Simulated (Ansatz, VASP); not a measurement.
Na2S: VASP beside Ansatz

The input INCAR:

```
SYSTEM = Na2S
  PREC = Accurate
  ENCUT = 500
  EDIFF = 1E-6
  ISMEAR = 0
  SIGMA = 0.01
  LREAL = .False.
  LASPH = .True.
  NELM = 120
  ALGO = Normal
  ISIF = 2
  LWAVE = .False.
  LCHARG = .False.
  GGA = PE
  NBANDS = 17
  GGA_COMPAT = .False.
```

File KPOINTS:

```
Automatic mesh
0
Gamma
  6 6 6
  0 0 0
```

Contents of POSCAR:

```
Na2S
1.0
    0.0000000000      3.2838322389      3.2838322389
    3.2838322389      0.0000000000      3.2838322389
    3.2838322389      3.2838322389      0.0000000000
S Na
1 2
Direct
    0.0000000000      0.0000000000      0.0000000000
    0.2500000000      0.2500000000      0.2500000000
    0.7500000000      0.7500000000      0.7500000000
```

Input for Ansatz:

```yaml
crystal:
  lattice:
    - [0.0, 3.2838322389, 3.2838322389]
    - [3.2838322389, 0.0, 3.2838322389]
    - [3.2838322389, 3.2838322389, 0.0]
  atoms:
    - { symbol: S, position: [0.0, 0.0, 0.0] }
    - { symbol: Na, position: [0.25, 0.25, 0.25] }
    - { symbol: Na, position: [0.75, 0.75, 0.75] }
kpoints:
  mp_grid: { grid: [6, 6, 6] }
hamiltonian:
  xc: pbe
scf:
  occupations: { method: fixed }
  n_extra_bands: 4
output:
  forces: true
  stress: true
  eigenvalues: true
```

Alike in both runs: task single point; functional PBE; k mesh 6 × 6 × 6; no spin polarisation.

|  | VASP | Ansatz |
| --- | --- | --- |
| version | VASP 6.6.1 | Ansatz 0.2.0 |
| potentials or method | VASP PAW PBE potentials, release 64 (S, Na_pv) | plane waves, PAW |
| plane-wave cutoff (eV) | 500 | 420 |
| occupations | gaussian, width 0.01 eV | fixed |
| valence electrons in the cell | 20 | 24 |

|  | VASP | Ansatz | Ansatz less VASP |
| --- | --- | --- | --- |
| gap on the k mesh at the Fermi level (eV) | 2.45 | 2.45 | +0.002 |
| pressure (GPa) | 0.0 | 0.0 | 0.00 |

VASP's potentials hold 20 valence electrons a cell and Ansatz's 24, so a difference there can come from the potentials and not from the codes.
